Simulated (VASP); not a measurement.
# MoS2 (Cm) in VASP: a series of runs

Runs on MoS2. Level: PBE+D3(BJ). Tasks: single point.

Program: VASP 6.6.1. These are calculated values, not measurements. Logs are shortened: lines on timing, memory, paths and dates and some standing lists are left out, and cuts for length are marked.

### Step 1. The cell of the first run

It takes space group Cm (No. 8, monoclinic). Conventional cell: a = 5.461 Å, b = 3.153 Å, c = 6.267 Å, α = 90.00°, β = 106.89°, γ = 90.00°. Within 2.9 Å of Mo (site symmetry m) lie 6 S at 2.20 to 2.70 Å. Within 3.2 Å of S (site symmetry m) lie 3 Mo at 2.46 to 2.70 Å and 7 S at 3.13 to 3.15 Å. S (site symmetry m) has 3 Mo at 2.20 to 2.46 Å within 2.9 Å.

### Step 2. Single point, PBE+D3(BJ)

Contents of INCAR:

```
SYSTEM = MoS2
  PREC = Accurate
  ENCUT = 520
  EDIFF = 1E-7
  ISMEAR = 0
  SIGMA = 0.05
  LREAL = .FALSE.
  LASPH = .TRUE.
  NELM = 60
  ALGO = Normal
  ISIF = 2
  LWAVE = .FALSE.
  LCHARG = .TRUE.
  GGA = PE
  IVDW = 12
  LELF = .TRUE.
  LVHAR = .TRUE.
  NBANDS = 20
```

Contents of KPOINTS:

```
regular mesh
0
G
  12 12 12
  0 0 0
```

Contents of POSCAR:

```
MoS2
1.0
    1.5764743791      0.9101779071      5.9965349799
   -1.5764743791      0.9101779071      5.9965349799
    0.0000000000     -1.8203558143      5.9965349799
Mo S
1 2
Direct
    0.0308347165      0.0308347165     -0.0942065758
    0.7535591261      0.7535591261      0.7535591261
    0.5797236023      0.5797236023      0.5797236023
```

Potentials or basis: VASP PAW PBE potentials, release 64 (Mo_sv, S).

Launch:

```console
> cat potpaw_PBE.64/Mo_sv/POTCAR potpaw_PBE.64/S/POTCAR > POTCAR
> mpirun -np 1 vasp_std > vasp.out
```

OUTCAR:

```text
SYSTEM = MoS2
   PREC = Accurate
   ENCUT = 520
   EDIFF = 1E-7
   ISMEAR = 0
   LREAL = .FALSE.
   LASPH = .TRUE.
   NELM = 60
   ISIF = 2
   GGA = PE
   IVDW = 12
 IVDW          = 12

 ion  position               nearest neighbor table
   1  0.031  0.031  0.906-   3 2.20   3 2.20   2 2.46   2 2.46   3 2.46   2 2.70
   2  0.754  0.754  0.754-   1 2.46   1 2.46   1 2.70
   3  0.580  0.580  0.580-   1 2.20   1 2.20   1 2.46

  LATTYP: Found a trigonal (rhomboedric) cell.
 ALAT       =     6.2667477256
 COS(alpha) =     0.8734333150

  Lattice vectors:

 A1 = (   1.5764743791,   0.9101779071,   5.9965349799)
 A2 = (  -1.5764743791,   0.9101779071,   5.9965349799)
 A3 = (   0.0000000000,  -1.8203558143,   5.9965349799)

Analysis of symmetry for initial positions (statically):
=====================================================================
 Subroutine PRICEL returns:
 Original cell was already a primitive cell.

 Routine SETGRP: Setting up the symmetry group for a
 trigonal (rhombohedral) supercell.

 Subroutine GETGRP returns: Found  2 space group operations
 (whereof  2 operations were pure point group operations)
 out of a pool of 12 trial point group operations.

The static configuration has the point symmetry C_1h.

Analysis of symmetry for dynamics (positions and initial velocities):
=====================================================================
 Subroutine PRICEL returns:
 Original cell was already a primitive cell.

 Routine SETGRP: Setting up the symmetry group for a
 trigonal (rhombohedral) supercell.

 Subroutine GETGRP returns: Found  2 space group operations
 (whereof  2 operations were pure point group operations)
 out of a pool of 12 trial point group operations.

The dynamic configuration has the point symmetry C_1h.

 Subroutine INISYM returns: Found  2 space group operations
 (whereof  2 operations are pure point group operations),
 and found     1 'primitive' translations

----------------------------------------------------------------------------------------

                                     Primitive cell

  volume of cell :      51.6256

  direct lattice vectors                    reciprocal lattice vectors
     1.576474379  0.910177907  5.996534980     0.317163416  0.183114384  0.055587658
    -1.576474379  0.910177907  5.996534980    -0.317163416  0.183114384  0.055587658
     0.000000000 -1.820355814  5.996534980     0.000000000 -0.366228768  0.055587658

  length of vectors
     6.266747726  6.266747726  6.266747726     0.370423404  0.370423404  0.370423404

  position of ions in fractional coordinates (direct lattice)
     0.030834717  0.030834717  0.905793424
     0.753559126  0.753559126  0.753559126
     0.579723602  0.579723602  0.579723602

  ion indices of the primitive-cell ions
   primitive index   ion index
                 1           1
                 2           2
                 3           3

----------------------------------------------------------------------------------------

 KPOINTS: regular mesh

Automatic generation of k-mesh.
 Grid dimensions read from file:
 generate k-points for:   12   12   12

 Generating k-lattice:

  Cartesian coordinates                     Fractional coordinates (reciprocal lattice)
     0.026430285  0.015259532  0.004632305     0.083333333 -0.000000000 -0.000000000
    -0.026430285  0.015259532  0.004632305    -0.000000000  0.083333333 -0.000000000
     0.000000000 -0.030519064  0.004632305     0.000000000  0.000000000  0.083333333

  Length of vectors
     0.030868617  0.030868617  0.030868617

  Shift w.r.t. Gamma in fractional coordinates (k-lattice)
     0.000000000  0.000000000  0.000000000

 Subroutine IBZKPT returns following result:
 ===========================================

 Found    476 irreducible k-points:

 Following reciprocal coordinates:
            Coordinates               Weight
  0.000000  0.000000  0.000000      1.000000
  0.083333 -0.000000  0.000000      4.000000
 -0.000000 -0.000000  0.083333      2.000000
  0.166667  0.000000  0.000000      4.000000
  0.000000  0.000000  0.166667      2.000000
  0.250000 -0.000000  0.000000      4.000000
[... 16 lines left out ...]
 -0.333333  0.000000 -0.083333      4.000000
  0.083333  0.000000  0.333333      4.000000
 [... further k-points ...]
   k-points           NKPTS =    476   k-points in BZ     NKDIM =    476   number of bands    NBANDS=     20
   number of dos      NEDOS =    301   number of ions     NIONS =      3
   total plane-waves  NPLWV = 110592
   dimension x,y,z NGX =    48 NGY =   48 NGZ =   48
   dimension x,y,z NGXF=    96 NGYF=   96 NGZF=   96
   ions per type =               1   2
   NGX,Y,Z   is equivalent  to a cutoff of  12.73, 12.73, 12.73 a.u.
   NGXF,Y,Z  is equivalent  to a cutoff of  25.47, 25.47, 25.47 a.u.
 SYSTEM =  MoS2
   PREC   = accura    normal or accurate (medium, high low for compatibility)
   ISTART =      0    job   : 0-new  1-cont  2-samecut
   ICHARG =      2    charge: 1-file 2-atom 10-const
   ISPIN  =      1    spin polarized calculation?
   LNONCOLLINEAR =      F non collinear calculations
   LSORBIT =      F    spin-orbit coupling
   LASPH  =      T    aspherical Exc in radial PAW
   ENCUT  =  520.0 eV  38.22 Ry    6.18 a.u.  11.65 11.65 11.65*2*pi/ulx,y,z
   NELM   =     60;   NELMIN=  2; NELMDL= -5     # of ELM steps
   EDIFF  = 0.1E-06   stopping-criterion for ELM
   LREAL  =      F    real-space projection
   EDIFFG = 0.1E-05   stopping-criterion for IOM
   NSW    =      0    number of steps for IOM
   IBRION =     -1    ionic relax: 0-MD 1-quasi-New 2-CG
   NFREE  =      0    steps in history (QN), initial steepest desc. (CG)
   ISIF   =      2    stress and relaxation
   ISYM   =      2    0-nonsym 1-usesym 2-fastsym
   POTIM  = 0.5000    time-step for ionic-motion
   TEBEG  =    0.0;   TEEND  =   0.0 temperature during run
   PSTRESS=    0.0 pullay stress
   NELECT =      26.0000    total number of electrons
   NUPDOWN=      -1.0000    fix difference up-down
   EMIN   =  10.00;   EMAX   =-10.00  energy-range for DOS
   EFERMI =   0.00;   METHOD = LEGACY
   ISMEAR =     0;   SIGMA  =   0.05  broadening in eV -4-tet -1-fermi 0-gaus
   EFERMI_NEDOS =   21; number of points for ismear=-14 and -15
   IALGO  =     38    algorithm
   IMIX   =      4    mixing-type and parameters
     AMIX     =   0.40;   BMIX     =  1.00
     AMIX_MAG =   1.60;   BMIX_MAG =  1.00
  volume/ion in A,a.u.               =      17.21       116.13
  Fermi-wavevector in a.u.,A,eV,Ry     =   1.302500  2.461368 23.082362  1.696506
  Thomas-Fermi vector in A             =   2.433564
   LORBIT       =      0    0 simple, 1 ext, 2 COOP (PROOUT), +10 PAW based schemes
   GGA     = PE    functional components
   LHFCALC =     F    Hartree Fock is set to
   AEXX    =    0.0000 exact exchange contribution
   IVDW    =    12    specifies the selected vdW correction
   LEPSILON=     F    determine dielectric tensor
   LRPA    =     F    only Hartree local field effects (RPA)
 non-spin polarized calculation
 Gauss-broadening in eV      SIGMA  =   0.05
  energy-cutoff  :      520.00
  volume of cell :       51.63
 maximum number of plane-waves:      1408
   NGX = 23   NGY = 23   NGZ = 23

 number of electron      26.0000001 magnetization

 Free energy of the ion-electron system (eV)
  ---------------------------------------------------
  ext. energy  EPLUGINS =         0.00000000
  ---------------------------------------------------
  free energy    TOTEN  =       -20.67944753 eV

  energy without entropy =      -20.67939162  energy(sigma->0) =      -20.67941958

 E-fermi :   8.3539     XC(G=0): -11.0467

 val. band max:        8.3233743813   @ k =   0.5000   0.5000   0.5000
 cond. band min:       8.3997050181   @ k =   0.1667   0.0000  -0.1667
 fundamental gap:      0.0763306369
 Fermi energy:         8.3538959869

 k-point     1 :       0.0000    0.0000    0.0000
  band No.  band energies     occupation
      1     -53.4929      2.00000
      2     -27.7098      2.00000
      3     -27.5034      2.00000
      4     -27.3792      2.00000
      5      -7.1560      2.00000
      6      -5.2920      2.00000
[... 12 lines left out ...]
     19      16.0820      0.00000
     20      16.6899      0.00000

 k-point     2 :       0.0833   -0.0000    0.0000
  band No.  band energies     occupation
      1     -53.4899      2.00000
      2     -27.7043      2.00000
      3     -27.5291      2.00000
      4     -27.3899      2.00000
      5      -7.0449      2.00000
      6      -5.2639      2.00000
[... 12 lines left out ...]
     19      16.5776      0.00000
     20      16.8486      0.00000

 k-point     3 :      -0.0000   -0.0000    0.0833
  band No.  band energies     occupation
      1     -53.4901      2.00000
      2     -27.7051      2.00000
      3     -27.5098      2.00000
      4     -27.4064      2.00000
      5      -7.0561      2.00000
      6      -5.2442      2.00000
[... 12 lines left out ...]
     19      16.3967      0.00000
     20      16.6282      0.00000

 k-point     4 :       0.1667    0.0000    0.0000
  band No.  band energies     occupation
      1     -53.4818      2.00000
      2     -27.6903      2.00000
      3     -27.6022      2.00000
      4     -27.4147      2.00000
      5      -6.7302      2.00000
      6      -5.1819      2.00000
[... 12 lines left out ...]
     19      16.7512      0.00000
     20      17.4451      0.00000

 k-point     5 :       0.0000    0.0000    0.1667
  band No.  band energies     occupation
      1     -53.4824      2.00000
      2     -27.6928      2.00000
      3     -27.5271      2.00000
      4     -27.4797      2.00000
      5      -6.7734      2.00000
      6      -5.1051      2.00000
[... 12 lines left out ...]
     19      16.3603      0.00000
     20      17.0112      0.00000
[... 353 lines left out ...]
      6      -5.0194      2.00000
[... 12 lines left out ...]
     19      16.6127      0.00000
     20      17.1739      0.00000

 k-point    22 :       0.3333    0.0833    0.0000
  band No.  band energies     occupation
      1     -53.4641      2.00000
      2     -27.7490      2.00000
      3     -27.6518      2.00000
      4     -27.4851      2.00000
      5      -5.9750      2.00000
      6      -4.9125      2.00000
[... 12 lines left out ...]
     19      16.1840      0.00000
     20      16.5094      0.00000

 k-point    23 :      -0.3333    0.0000   -0.0833
  band No.  band energies     occupation
      1     -53.4635      2.00000
      2     -27.7864      2.00000
      3     -27.6499      2.00000
      4     -27.4566      2.00000
      5      -5.9449      2.00000
      6      -4.9857      2.00000
[... 12 lines left out ...]
     19      16.1785      0.00000
     20      16.5570      0.00000

 k-point    24 :       0.0833    0.0000    0.3333
  band No.  band energies     occupation
      1     -53.4650      2.00000
      2     -27.6841      2.00000
      3     -27.6255      2.00000
      4     -27.5635      2.00000
      5      -6.0515      2.00000
      6      -4.7813      2.00000
[... 12 lines left out ...]
     19      16.2598      0.00000
     20      16.4440      0.00000

 [... further k-points ...]

------------------------ aborting loop because EDIFF is reached ----------------------------------------

 Edisp (eV)   -1.32140

 E8    (eV) :    -0.5330

  FORCE on cell =-STRESS in cart. coord.  units (eV):
  Direction    XX          YY          ZZ          XY          YZ          ZX
  --------------------------------------------------------------------------------------
  -------------------------------------------------------------------------------------
  Total       4.24169    -0.25448     2.34645     0.00000    -1.43552     0.00000
  in kB     131.63891    -7.89776    72.82114     0.00000   -44.55075     0.00000
  external pressure =       65.52 kB  Pullay stress =        0.00 kB

 VOLUME and BASIS-vectors are now :
 -----------------------------------------------------------------------------
  energy-cutoff  :      520.00
  volume of cell :       51.63
      direct lattice vectors                 reciprocal lattice vectors
     1.576474379  0.910177907  5.996534980     0.317163416  0.183114384  0.055587658
    -1.576474379  0.910177907  5.996534980    -0.317163416  0.183114384  0.055587658
     0.000000000 -1.820355814  5.996534980     0.000000000 -0.366228768  0.055587658

 POSITION                                       TOTAL-FORCE (eV/Angst)
 -----------------------------------------------------------------------------------
      0.00000     -1.59274      5.80142         0.000000     -4.301081      5.922312
      0.00000     -0.00000     13.55623         0.000000      1.394283     -1.791459
      0.00000     -0.00000     10.42900         0.000000      2.906798     -4.130853
 -----------------------------------------------------------------------------------
    total drift:                                0.000000     -0.000078      0.000224

  FREE ENERGIE OF THE ION-ELECTRON SYSTEM (eV)
  ---------------------------------------------------
  free  energy   TOTEN  =       -22.0008439744 eV

  energy  without entropy=      -22.0007880709  energy(sigma->0) =      -22.00081602
```

Run time: 14 min. Hardware: 1 thread of Intel Xeon Platinum 8488C (Sapphire Rapids), shared host; peak memory 0.66 GiB.

What came out:

| Quantity | Value |
| --- | --- |
| Free energy | -22.0008 eV |
| Pressure | 6.6 GPa |
| Largest force | 7.319 eV/Å |
| Band gap on the k mesh | 0.08 eV (least direct gap 0.67 eV) |
| Dispersion energy per atom | -0.440 eV |

Forces on the atoms (eV/Å):
```
Mo   0.000 -4.301  5.922
S    0.000  1.394 -1.791
S    0.000  2.907 -4.131
```

Caveat: the cell differs from its parent crystal (all Mo atoms moved -0.300 Å, as atom 1 towards its neighbour atom 2 (S) at 2.399 Å); the stress differs along the axes, from -1 to 13 GPa; forces of over 1 eV/Å act on the atoms, so gaps and moduli don't describe the material at rest. A k mesh can miss the band edges.

(Continued in part 2 of 2.)
